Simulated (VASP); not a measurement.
# Mg (P6_3/mmc) in VASP: notebook, part 2 of 2

VASP 6.6.1. The steps go on from the part before.

### 6 Single point, r2SCAN

This run uses another cell than the first one, of 22.63 Å³/atom.

Contents of POSCAR:

```
Mg
1.0
    3.1520824585      0.0000000000      0.0000000000
   -1.5760412293      2.7297834839      0.0000000000
    0.0000000000      0.0000000000      5.2610639056
Mg
2
Direct
    0.6666666667      0.3333333333      0.7500000000
    0.3333333333      0.6666666667      0.2500000000
```

Contents of INCAR.step1:

```
PREC = Accurate
ENCUT = 520
ISMEAR = -1
SIGMA = 0.05
LREAL = F
LASPH = T
NELM = 80
NBANDS = 9
GGA = PE
ALGO = Normal
EDIFF = 1E-4
LWAVE = T
LCHARG = F
```

Contents of INCAR.step2:

```
PREC = Accurate
ENCUT = 520
EDIFF = 1E-6
ISMEAR = -1
SIGMA = 0.05
LREAL = F
LASPH = T
NELM = 80
ALGO = Normal
ISIF = 2
LWAVE = F
LCHARG = F
METAGGA = R2SCAN
LMIXTAU = T
NBANDS = 9
ISTART = 1
```

Contents of KPOINTS:

```
Automatic mesh
0
Gamma
  10 10 5
```

Potentials or basis: VASP PAW PBE potentials, release 64 (Mg).

The run is started by

```console
> cat potpaw_PBE.64/Mg/POTCAR > POTCAR
> cp INCAR.step1 INCAR
> mpirun -np 1 vasp_std > vasp.out
> cp INCAR.step2 INCAR
> mpirun -np 1 vasp_std > vasp.out
```

OUTCAR:

```text
PREC = Accurate
   ENCUT = 520
   EDIFF = 1E-6
   ISMEAR = -1
   LREAL = F
   LASPH = T
   NELM = 80
   ISIF = 2
   METAGGA = R2SCAN
   ISTART = 1

 ion  position               nearest neighbor table
   1  0.667  0.333  0.750-   2 3.20   2 3.20   2 3.20   2 3.20   2 3.20   2 3.20
   2  0.333  0.667  0.250-   1 3.20   1 3.20   1 3.20   1 3.20   1 3.20   1 3.20

  LATTYP: Found a hexagonal cell.
 ALAT       =     3.1520824585
 C/A-ratio  =     1.6690755952

  Lattice vectors:

 A1 = (   3.1520824585,   0.0000000000,   0.0000000000)
 A2 = (  -1.5760412293,   2.7297834839,   0.0000000000)
 A3 = (   0.0000000000,   0.0000000000,   5.2610639056)

Analysis of symmetry for initial positions (statically):
=====================================================================
 Subroutine PRICEL returns:
 Original cell was already a primitive cell.

 Routine SETGRP: Setting up the symmetry group for a
 hexagonal supercell.

 Subroutine GETGRP returns: Found 24 space group operations
 (whereof 12 operations were pure point group operations)
 out of a pool of 24 trial point group operations.

[... 170 lines left out ...]

 k-point     1 :       0.0000    0.0000    0.0000
  band No.  band energies     occupation
      1      -4.7326      2.00000
      2       0.6334      2.00000
      3       1.2612      2.00000
      4      14.8197      0.00000
      5      14.8197      0.00000
      6      15.0794      0.00000
      7      15.0794      0.00000
      8      15.1765      0.00000
      9      17.6420      0.00000
[... 265 lines left out ...]
 k-point    24 :       0.4000    0.1000    0.2000
  band No.  band energies     occupation
      1      -0.0947      2.00000
      2       1.8558      2.00000
      3       3.3629      0.00002
      4       5.2363      0.00000
      5       7.2640      0.00000
      6       8.4635      0.00000
      7      10.1418      0.00000
      8      11.5483      0.00000
      9      14.4968      0.00000

 [... further k-points ...]

------------------------ aborting loop because EDIFF is reached ----------------------------------------

  FORCE on cell =-STRESS in cart. coord.  units (eV):
  Direction    XX          YY          ZZ          XY          YZ          ZX
  --------------------------------------------------------------------------------------
  -------------------------------------------------------------------------------------
  Total       -0.0718823     -0.0718823     -0.0755864      0.0000000     -0.0000000      0.0000000
  in kB       -2.5440933     -2.5440933     -2.6751920      0.0000000     -0.0000000      0.0000000
  external PRESSURE =      -2.5877929 kB  Pullay stress =       0.0000000 kB

 VOLUME and BASIS-vectors are now :
 -----------------------------------------------------------------------------
  energy-cutoff  :      520.00
  volume of cell :       45.27
      direct lattice vectors                 reciprocal lattice vectors
     3.152082458  0.000000000  0.000000000     0.317250584  0.183164710  0.000000000
    -1.576041229  2.729783484  0.000000000     0.000000000  0.366329420  0.000000000
     0.000000000  0.000000000  5.261063906     0.000000000  0.000000000  0.190075623

 POSITION                                       TOTAL-FORCE (eV/Angst)
 -----------------------------------------------------------------------------------
      1.57604      0.90993      3.94580         0.000000      0.000000      0.000000
     -0.00000      1.81986      1.31527        -0.000000      0.000000      0.000000
 -----------------------------------------------------------------------------------
    total drift:                                0.000000     -0.000000      0.000000

  FREE ENERGIE OF THE ION-ELECTRON SYSTEM (eV)
  ---------------------------------------------------
  free  energy   TOTEN  =        -8.2915726095 eV

  energy  without entropy=       -8.2846150890  energy(sigma->0) =       -8.28809385
```

OUTCAR.step1:

```text
PREC = Accurate
   ENCUT = 520
   ISMEAR = -1
   LREAL = F
   LASPH = T
   NELM = 80
[... 510 lines left out ...]
 -----------------------------------------------------------------------------------
      1.57604      0.90993      3.94580        -0.000000      0.000000      0.000000
     -0.00000      1.81986      1.31527         0.000000     -0.000000      0.000000
 -----------------------------------------------------------------------------------
    total drift:                                0.000000     -0.000000      0.000000

  FREE ENERGIE OF THE ION-ELECTRON SYSTEM (eV)
  ---------------------------------------------------
  free  energy   TOTEN  =        -3.0113556645 eV

  energy  without entropy=       -3.0028433198  energy(sigma->0) =       -3.00709949
```

Run time: 38 s. Hardware: 1 thread of Intel Xeon Platinum 8259CL at 2.50GHz (Skylake/Cascade Lake), shared host; peak memory 0.17 GiB.

What came out:

```yaml
Free_energy: -8.2916 eV
Pressure: -0.3 GPa
Band_gap_on_the_k_mesh: zero (bands 2 and 3 overlap by 1.97 eV)
```

Levels at points of the mesh, in eV from the Fermi level:
```tsv
k point	band 1	band 2	band 3	band 4	band 5
(0.00, 0.00, 0.00)	-7.52	-2.16	-1.53	12.03	12.03
(0.50, 0.00, 0.00)	-2.39	-2.18	2.73	2.99	3.35
```

Caveat: the PAW data sets were made with another functional, which shifts forces and pressure a little.

### 7 Summary

```csv
level,cell,gap on the mesh (eV),pressure (GPa)
PBE+D4,"a = 3.272, b = 3.272, c = 5.312 Å, angles 90.0, 90.0, 120.0°, 2 atoms",none,-3.2
PBEsol+D4,"a = 3.272, b = 3.272, c = 5.312 Å, angles 90.0, 90.0, 120.0°, 2 atoms",none,-3.4
RPBE+D4,"a = 3.272, b = 3.272, c = 5.312 Å, angles 90.0, 90.0, 120.0°, 2 atoms",none,-3.1
r2SCAN+D3(BJ),"a = 3.127, b = 3.127, c = 5.212 Å, angles 90.0, 90.0, 120.0°, 2 atoms",none,-0.3
r2SCAN,"a = 3.152, b = 3.152, c = 5.261 Å, angles 90.0, 90.0, 120.0°, 2 atoms",none,-0.3
```

Alike in all rows: task single point; potentials or basis VASP PAW PBE potentials, release 64 (Mg); no spin polarisation; k mesh 10 × 10 × 5; cutoff (eV) 520; smearing fermi-dirac 0.05 eV.

Caveats: the PAW data sets were made with another functional, which shifts forces and pressure a little (at least some runs); the cell stands under tension (at least some runs).

Total energies depend on the potentials used, so only differences within one code and one set of settings carry meaning.
